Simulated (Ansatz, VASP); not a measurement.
# Rb: VASP beside Ansatz

INCAR

```
PREC = Accurate
ENCUT = 500
EDIFF = 1E-6
ISMEAR = -1
SIGMA = 0.1
LREAL = False
LASPH = True
NELM = 120
ALGO = Normal
ISIF = 2
LWAVE = False
LCHARG = True
GGA = PE
LELF = True
LVHAR = True
NBANDS = 26
GGA_COMPAT = False
```

File KPOINTS:

```
regular mesh
0
Gamma
  8 8 3
```

POSCAR

```
Rb
1.0
    5.1033630763      0.0000000000      0.0000000000
   -2.5516815381      4.4196420688      0.0000000000
    0.0000000000      0.0000000000     16.8366376566
Rb
4
Direct
    1.0000000000      1.0000000000      0.0000000000
    0.0000000000      1.0000000000      0.5000000000
    0.3333333333      0.6666666667      0.2500000000
    0.6666666667      0.3333333333      0.7500000000
```

Input for Ansatz:

```yaml
crystal:
  lattice:
    - [5.1033630763, 0.0, 0.0]
    - [-2.5516815381, 4.4196420688, 0.0]
    - [0.0, 0.0, 16.8366376566]
  atoms:
    - { symbol: Rb, position: [1.0, 1.0, 0.0] }
    - { symbol: Rb, position: [0.0, 1.0, 0.5] }
    - { symbol: Rb, position: [0.3333333333, 0.6666666667, 0.25] }
    - { symbol: Rb, position: [0.6666666667, 0.3333333333, 0.75] }
hamiltonian:
  xc: pbe
  pseudopotentials:
    kind: paw
    azcp:
      Rb: "pseudopotentials/Rb.paw.azcp"
basis:
  ecutwfc: 420
  fft_grid_basis: typed
kpoints:
  mp_grid: { grid: [8, 8, 3], shift: [0, 0, 0] }
magnetization:
  spin_polarized: false
scf:
  occupations: { method: fermi_dirac, width: 0.1 }
  lower_state_search: "off"
output:
  stress: true
  write_density: true
  write_potential: true
  elf: true
  volumetric_format: npy
```

Alike in both runs: task single point; functional PBE; k mesh 8 × 8 × 3; occupations fermi-dirac, width 0.1 eV; no spin polarisation.

|  | VASP | Ansatz |
| --- | --- | --- |
| version | VASP 6.6.1 | Ansatz 0.2.0 |
| potentials or method | VASP PAW PBE potentials, release 64 (Rb_sv), cutoff 500 eV | plane waves (420 eV) with PAW, scalar-relativistic |
| valence electrons in the cell | 36 | 36 |

|  | VASP | Ansatz | Ansatz less VASP |
| --- | --- | --- | --- |
| pressure (GPa) | -0.1 | -0.1 | 0.00 |

The functional is the same, so the differences come from potentials, cutoffs and numerics.
